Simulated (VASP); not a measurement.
## CdSe: single point with r2SCAN

Crystal: CdSe.

```
CELL_PARAMETERS angstrom
4.19104 0.00000 0.00000
-2.09552 3.62954 0.00000
0.00000 0.00000 7.01520
ATOMIC_POSITIONS crystal
Cd 0.66667 0.33333 0.00000
Cd 0.33333 0.66667 0.50000
Se 0.66667 0.33333 0.37500
Se 0.33333 0.66667 0.87500
```

This cell differs from its parent crystal: strain -0.025 along x and y, +0.000 along z.

```
Program                : VASP 6.6.1
Task                   : single point
Functional             : r2SCAN
Potentials or basis    : VASP PAW PBE potentials, release 64 (Cd, Se)
Cutoff                 : 520 eV
k mesh                 : 6 × 6 × 4
Occupations            : gaussian, width 0.05 eV
Spin                   : no spin polarisation
Dipole correction      : no
Further INCAR settings : ALGO = Normal; EDIFF = 1e-07; NBANDS = 26
```

* Pressure: 5.3 GPa
* Largest force: 0.235 eV/Å
* Band gap on the k mesh: 1.23 eV, direct

Forces on the atoms (eV/Å):
```
Cd   0.000  0.000  0.235
Cd   0.000  0.000  0.235
Se   0.000  0.000 -0.235
Se   0.000  0.000 -0.235
```

Stress tensor (GPa, compression positive):
```
6.18 0.00 0.00
0.00 6.18 0.00
0.00 0.00 3.41
```

Levels at points of the mesh, in eV from the valence-band top:
```tsv
k point	band 16	band 17	band 18	band 19	band 20	band 21
(0.00, 0.00, 0.00)	-0.15	0.00	0.00	1.23	2.85	6.41
(0.50, 0.00, 0.00)	-2.04	-1.53	-0.89	3.72	3.76	4.93
(0.00, 0.00, 0.50)	-0.41	-0.41	-0.41	2.97	2.97	6.27
(0.50, 0.00, 0.50)	-1.61	-1.51	-1.51	3.28	3.28	5.22
```

Wall time 3.1 min on 1 thread of Intel(R) Xeon(R) Platinum 8259CL CPU @ 2.50GHz (Skylake/Cascade Lake), with other jobs on the host, peak memory 0.26 GiB.

Caveat: the cell differs from its parent crystal (strain -0.025 along x and y, +0.000 along z); the PAW data sets were made with another functional, which shifts forces and pressure a little.
